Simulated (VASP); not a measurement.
# Au (P2_1/m) in VASP: single point with PBEsol

Aim: the single point of Au with PBEsol.

Everything below comes from runs of VASP 6.6.1. Logs are shortened: lines on timing, memory, paths and dates and some standing lists are left out, and cuts for length are marked.

**1. The cell of the first run**

Symmetry: P2_1/m, No. 11, monoclinic system. The conventional cell has a = 3.315 Å, b = 3.315 Å, c = 10.005 Å, α = 90.00°, β = 96.34°, γ = 90.00°. Within 3.7 Å of Au (site symmetry m) lie 14 Au at 2.41 to 3.62 Å. Within 3.8 Å of Au (site symmetry m) lie 14 Au at 2.87 to 3.31 Å. Au (site symmetry m) has 14 Au at 2.87 to 3.49 Å within 3.8 Å.

**2. Single point, PBEsol (the part above a cut slid along it)**

Input file INCAR:

```
SYSTEM = Au
PREC     = Accurate       ! precision mode
ENCUT    = 520            ! plane-wave cutoff, eV
EDIFF    = 1E-7           ! SCF threshold, eV
ISMEAR   = 0              ! smearing method
SIGMA    = 0.15           ! smearing width, eV
LREAL    = .False.        ! projectors in reciprocal space
LASPH    = .True.         ! aspherical terms in the spheres
NELM     = 100            ! most SCF steps
ALGO     = Fast           ! electronic algorithm
ISIF     = 2              ! what is computed and relaxed
LWAVE    = .False.        ! write WAVECAR
LCHARG   = .True.         ! write CHGCAR
GGA      = PS             ! functional
LELF     = .True.         ! ELF
LVHAR    = .True.       
NBANDS   = 42             ! bands
```

Input file KPOINTS:

```
Automatic mesh
0
Gamma
  14 14 5
  0 0 0
```

Input file POSCAR:

```
Au
1.0
   -3.3145380000      0.0000000000      0.0000000000
    0.0000000000     -3.3145380000      0.0000000000
    0.0000000000     -1.1048460000      9.9436140000
Au
6
Direct
    0.5000000000      0.4722277778      0.0833166667
    0.0000000000     -0.3055500000      0.9166500000
    0.5000000000      0.3611166667      0.4166500000
    0.0000000000     -0.0833277778      0.2499833333
    0.5000000000      0.2500055556      0.7499833333
    0.0000000000     -0.1944388889      0.5833166667
```

Potentials or basis: VASP PAW PBE potentials, release 64 (Au).

Started as:

```console
cat potpaw_PBE.64/Au/POTCAR > POTCAR
mpirun -np 1 vasp_std > vasp.out
```

OUTCAR:

```text
SYSTEM = Au
   PREC = Accurate
   ENCUT = 520
   EDIFF = 1E-7
   ISMEAR = 0
   LREAL = .False.
   LASPH = .True.
   NELM = 100
   ISIF = 2
   GGA = PS

 ion  position               nearest neighbor table
   1  0.500  0.472  0.083-   2 2.41   2 2.41   4 2.87   4 2.87   4 2.87   4 2.87   3 3.31   5 3.49

   2  0.000  0.694  0.917-   1 2.41   1 2.41   5 2.87   5 2.87   5 2.87   5 2.87   6 3.31   4 3.49

   3  0.500  0.361  0.417-   4 2.87   4 2.87   6 2.87   6 2.87   6 2.87   6 2.87   4 2.87   4 2.87
                             1 3.31   5 3.31
   4  0.000  0.917  0.250-   1 2.87   1 2.87   1 2.87   1 2.87   3 2.87   3 2.87   3 2.87   3 2.87
                             6 3.31   2 3.49
   5  0.500  0.250  0.750-   6 2.87   6 2.87   6 2.87   6 2.87   2 2.87   2 2.87   2 2.87   2 2.87
                             3 3.31   1 3.49
   6  0.000  0.806  0.583-   5 2.87   5 2.87   5 2.87   5 2.87   3 2.87   3 2.87   3 2.87   3 2.87
                             2 3.31   4 3.31

  LATTYP: Found a simple monoclinic cell.
 ALAT       =     3.3145380000
 B/A-ratio  =     1.0000000000
 C/A-ratio  =     3.0184617127
 COS(beta)  =    -0.1104315261

  Lattice vectors:

 A1 = (   0.0000000000,  -3.3145380000,   0.0000000000)
 A2 = (  -3.3145380000,   0.0000000000,   0.0000000000)
 A3 = (   0.0000000000,   1.1048460000,  -9.9436140000)

Analysis of symmetry for initial positions (statically):
=====================================================================
 Subroutine PRICEL returns:
 Original cell was already a primitive cell.

 Routine SETGRP: Setting up the symmetry group for a
 simple monoclinic supercell.

 Subroutine GETGRP returns: Found  4 space group operations
 (whereof  2 operations were pure point group operations)
 out of a pool of  4 trial point group operations.

The static configuration has the point symmetry C_1h.
 The point group associated with its full space group is C_2h.

Analysis of symmetry for dynamics (positions and initial velocities):
=====================================================================
 Subroutine PRICEL returns:
 Original cell was already a primitive cell.

 Routine SETGRP: Setting up the symmetry group for a
 simple monoclinic supercell.

 Subroutine GETGRP returns: Found  4 space group operations
 (whereof  2 operations were pure point group operations)
 out of a pool of  4 trial point group operations.

The dynamic configuration has the point symmetry C_1h.
 The point group associated with its full space group is C_2h.

 Subroutine INISYM returns: Found  4 space group operations
 (whereof  2 operations are pure point group operations),
 and found     1 'primitive' translations

----------------------------------------------------------------------------------------

                                     Primitive cell

  volume of cell :     109.2422

  direct lattice vectors                    reciprocal lattice vectors
    -3.314538000  0.000000000  0.000000000    -0.301701172  0.000000000  0.000000000
     0.000000000 -3.314538000  0.000000000     0.000000000 -0.301701172 -0.033522352
     0.000000000 -1.104846000  9.943614000     0.000000000  0.000000000  0.100567057

  length of vectors
     3.314538000  3.314538000 10.004806048     0.301701172  0.303557812  0.100567057

  position of ions in fractional coordinates (direct lattice)
     0.500000000  0.472227778  0.083316667
     0.000000000  0.694450000  0.916650000
     0.500000000  0.361116667  0.416650000
     0.000000000  0.916672222  0.249983333
     0.500000000  0.250005556  0.749983333
     0.000000000  0.805561111  0.583316667

  ion indices of the primitive-cell ions
   primitive index   ion index
                 1           1
                 2           2
                 3           3
                 4           4
                 5           5
                 6           6

----------------------------------------------------------------------------------------

 KPOINTS: Automatic mesh

Automatic generation of k-mesh.
 Grid dimensions read from file:
 generate k-points for:   14   14    5

 Generating k-lattice:

  Cartesian coordinates                     Fractional coordinates (reciprocal lattice)
    -0.021550084  0.000000000  0.000000000     0.071428571  0.000000000  0.000000000
     0.000000000 -0.021550084 -0.002394454     0.000000000  0.071428571 -0.000000000
     0.000000000  0.000000000  0.020113411     0.000000000  0.000000000  0.200000000

  Length of vectors
     0.021550084  0.021682701  0.020113411

  Shift w.r.t. Gamma in fractional coordinates (k-lattice)
     0.000000000  0.000000000  0.000000000

 Subroutine IBZKPT returns following result:
 ===========================================

 Found    288 irreducible k-points:

 Following reciprocal coordinates:
            Coordinates               Weight
  0.000000  0.000000  0.000000      1.000000
  0.071429  0.000000  0.000000      2.000000
  0.142857  0.000000  0.000000      2.000000
  0.214286  0.000000  0.000000      2.000000
  0.285714  0.000000  0.000000      2.000000
  0.357143  0.000000  0.000000      2.000000
[... 16 lines left out ...]
  0.428571  0.142857 -0.000000      4.000000
  0.500000  0.142857 -0.000000      2.000000
 [... further k-points ...]
   k-points           NKPTS =    288   k-points in BZ     NKDIM =    288   number of bands    NBANDS=     42
   number of dos      NEDOS =    301   number of ions     NIONS =      6
   total plane-waves  NPLWV =  62720
   dimension x,y,z NGX =    28 NGY =   28 NGZ =   80
   dimension x,y,z NGXF=    56 NGYF=   56 NGZF=  160
   ions per type =               6
   NGX,Y,Z   is equivalent  to a cutoff of  14.04, 14.04, 13.29 a.u.
   NGXF,Y,Z  is equivalent  to a cutoff of  28.09, 28.09, 26.59 a.u.
 SYSTEM =  Au
   PREC   = accura    normal or accurate (medium, high low for compatibility)
   ISTART =      0    job   : 0-new  1-cont  2-samecut
   ICHARG =      2    charge: 1-file 2-atom 10-const
   ISPIN  =      1    spin polarized calculation?
   LNONCOLLINEAR =      F non collinear calculations
   LSORBIT =      F    spin-orbit coupling
   LASPH  =      T    aspherical Exc in radial PAW
   ENCUT  =  520.0 eV  38.22 Ry    6.18 a.u.   6.16  6.16 18.60*2*pi/ulx,y,z
   NELM   =    100;   NELMIN=  2; NELMDL= -5     # of ELM steps
   EDIFF  = 0.1E-06   stopping-criterion for ELM
   LREAL  =      F    real-space projection
   EDIFFG = 0.1E-05   stopping-criterion for IOM
   NSW    =      0    number of steps for IOM
   IBRION =     -1    ionic relax: 0-MD 1-quasi-New 2-CG
   NFREE  =      0    steps in history (QN), initial steepest desc. (CG)
   ISIF   =      2    stress and relaxation
   ISYM   =      2    0-nonsym 1-usesym 2-fastsym
   POTIM  = 0.5000    time-step for ionic-motion
   TEBEG  =    0.0;   TEEND  =   0.0 temperature during run
   PSTRESS=    0.0 pullay stress
   NELECT =      66.0000    total number of electrons
   NUPDOWN=      -1.0000    fix difference up-down
   EMIN   =  10.00;   EMAX   =-10.00  energy-range for DOS
   EFERMI =   0.00;   METHOD = LEGACY
   ISMEAR =     0;   SIGMA  =   0.15  broadening in eV -4-tet -1-fermi 0-gaus
   EFERMI_NEDOS =   21; number of points for ismear=-14 and -15
   IALGO  =     68    algorithm
   IMIX   =      4    mixing-type and parameters
     AMIX     =   0.40;   BMIX     =  1.00
     AMIX_MAG =   1.60;   BMIX_MAG =  1.00
  volume/ion in A,a.u.               =      18.21       122.87
  Fermi-wavevector in a.u.,A,eV,Ry     =   1.383968  2.615320 26.060157  1.915367
  Thomas-Fermi vector in A             =   2.508516
   LORBIT       =      0    0 simple, 1 ext, 2 COOP (PROOUT), +10 PAW based schemes
   GGA     = PS    functional components
   LHFCALC =     F    Hartree Fock is set to
   AEXX    =    0.0000 exact exchange contribution
   IVDW    =     0    specifies the selected vdW correction
   LEPSILON=     F    determine dielectric tensor
   LRPA    =     F    only Hartree local field effects (RPA)
 non-spin polarized calculation
 RMM-DIIS sequential band-by-band and
 Gauss-broadening in eV      SIGMA  =   0.15
  energy-cutoff  :      520.00
  volume of cell :      109.24
 maximum number of plane-waves:      2968
 NGX is ok and might be reduce to    28
   NGX = 13   NGY = 13   NGZ = 37

 number of electron      66.0000003 magnetization

 Free energy of the ion-electron system (eV)
  ---------------------------------------------------
  ext. energy  EPLUGINS =         0.00000000
  ---------------------------------------------------
  free energy    TOTEN  =       -22.08543568 eV

  energy without entropy =      -22.06689319  energy(sigma->0) =      -22.07616444

 E-fermi :   8.1516     XC(G=0): -12.4587

 val. band max:        8.1442741785   @ k =   0.1429   0.5000   0.2000
 cond. band min:       8.1637862167   @ k =   0.4286   0.0000   0.2000
 fundamental gap:      0.0195120382
 Fermi energy:         8.1515862562

 k-point     1 :       0.0000    0.0000    0.0000
  band No.  band energies     occupation
      1      -1.0578      2.00000
      2       0.7414      2.00000
      3       0.7513      2.00000
      4       1.3915      2.00000
      5       1.9919      2.00000
      6       2.1204      2.00000
[... 34 lines left out ...]
     41      18.2112      0.00000
     42      18.2297      0.00000

 k-point     2 :       0.0714    0.0000    0.0000
  band No.  band energies     occupation
      1      -0.9664      2.00000
      2       0.7803      2.00000
      3       0.8007      2.00000
      4       1.4518      2.00000
      5       2.0011      2.00000
      6       2.1976      2.00000
[... 34 lines left out ...]
     41      17.1148      0.00000
     42      18.1887      0.00000

 k-point     3 :       0.1429    0.0000    0.0000
  band No.  band energies     occupation
      1      -0.6959      2.00000
      2       0.8517      2.00000
      3       0.9621      2.00000
      4       1.6273      2.00000
      5       2.0757      2.00000
      6       2.3779      2.00000
[... 34 lines left out ...]
     41      16.5761      0.00000
     42      19.0825      0.00000

 k-point     4 :       0.2143    0.0000    0.0000
  band No.  band energies     occupation
      1      -0.2575      2.00000
      2       0.9398      2.00000
      3       1.1777      2.00000
      4       1.8973      2.00000
      5       2.2109      2.00000
      6       2.4407      2.00000
[... 844 lines left out ...]
     41      16.1657      0.00000
     42      16.8443      0.00000

 k-point    23 :       0.4286    0.1429   -0.0000
  band No.  band energies     occupation
      1       1.5334      2.00000
      2       1.7236      2.00000
      3       1.9456      2.00000
      4       2.0179      2.00000
      5       2.1886      2.00000
      6       2.3798      2.00000
[... 34 lines left out ...]
     41      16.6959      0.00000
     42      17.6030      0.00000

 k-point    24 :       0.5000    0.1429   -0.0000
  band No.  band energies     occupation
      1       1.7415      2.00000
      2       1.7415      2.00000
      3       2.0508      2.00000
      4       2.0508      2.00000
      5       2.1723      2.00000
      6       2.1723      2.00000
[... 34 lines left out ...]
     41      17.6900      0.00000
     42      17.6906      0.00000

 [... further k-points ...]

------------------------ aborting loop because EDIFF is reached ----------------------------------------

  FORCE on cell =-STRESS in cart. coord.  units (eV):
  Direction    XX          YY          ZZ          XY          YZ          ZX
  --------------------------------------------------------------------------------------
  -------------------------------------------------------------------------------------
  Total        1.9434368     -5.3545980      1.9317553      0.0000000      2.5266709      0.0000000
  in kB       28.5030114    -78.5320969     28.3316871      0.0000000     37.0568922      0.0000000
  external PRESSURE =      -7.2324661 kB  Pullay stress =       0.0000000 kB

 VOLUME and BASIS-vectors are now :
 -----------------------------------------------------------------------------
  energy-cutoff  :      520.00
  volume of cell :      109.24
      direct lattice vectors                 reciprocal lattice vectors
    -3.314538000  0.000000000  0.000000000    -0.301701172  0.000000000  0.000000000
     0.000000000 -3.314538000  0.000000000     0.000000000 -0.301701172 -0.033522352
     0.000000000 -1.104846000  9.943614000     0.000000000  0.000000000  0.100567057

 POSITION                                       TOTAL-FORCE (eV/Angst)
 -----------------------------------------------------------------------------------
     -1.65727     -1.65727      0.82847         0.000000      1.635238      4.638917
      0.00000     -3.31454      9.11481         0.000000     -1.635238     -4.638917
     -1.65727     -1.65727      4.14301         0.000000      0.011712     -0.013228
      0.00000     -3.31454      2.48574         0.000000     -0.086067      0.171739
     -1.65727     -1.65727      7.45754         0.000000      0.086067     -0.171739
      0.00000     -3.31454      5.80028         0.000000     -0.011712      0.013228
 -----------------------------------------------------------------------------------
    total drift:                               -0.000000      0.000012      0.000001

  FREE ENERGIE OF THE ION-ELECTRON SYSTEM (eV)
  ---------------------------------------------------
  free  energy   TOTEN  =       -22.0854356816 eV

  energy  without entropy=      -22.0668931930  energy(sigma->0) =      -22.07616444
```

Wall time 34 min (1 thread of Oxide Virtual Turin-like, shared host); peak memory 0.88 GiB.

What came out:

| Quantity | Value |
| --- | --- |
| Free energy | -22.0854 eV |
| Pressure | -0.7 GPa |
| Largest force | 4.919 eV/Å |
| Band gap on the k mesh | zero (bands 33 and 34 overlap by 3.59 eV) |

Forces on the atoms (eV/Å):
```
Au   0.000  1.635  4.639
Au   0.000 -1.635 -4.639
Au   0.000  0.012 -0.013
Au   0.000 -0.086  0.172
Au   0.000  0.086 -0.172
Au   0.000 -0.012  0.013
```

Levels at points of the mesh, in eV from the Fermi level:
```tsv
k point	band 30	band 31	band 32	band 33	band 34	band 35	band 36	band 37
(0.00, 0.00, 0.00)	-1.98	-1.88	-1.85	-0.95	0.13	0.23	6.30	6.31
(0.50, 0.00, 0.00)	-1.83	-1.42	-1.42	-0.89	-0.89	-0.81	-0.81	5.19
(0.00, 0.50, 0.00)	-1.66	-1.54	-1.40	-1.20	-0.85	-0.74	0.18	3.15
(0.50, 0.50, 0.00)	-1.51	-0.14	-0.14	2.22	2.22	2.84	2.84	3.12
```

Caveat: the cell differs from its parent crystal (the part above a cut slid along it); the stress differs along the axes, from -8 to 3 GPa; the PAW data sets were made with another functional, which shifts forces and pressure a little; spin-orbit coupling is left out, which moves the levels of the heavy elements.
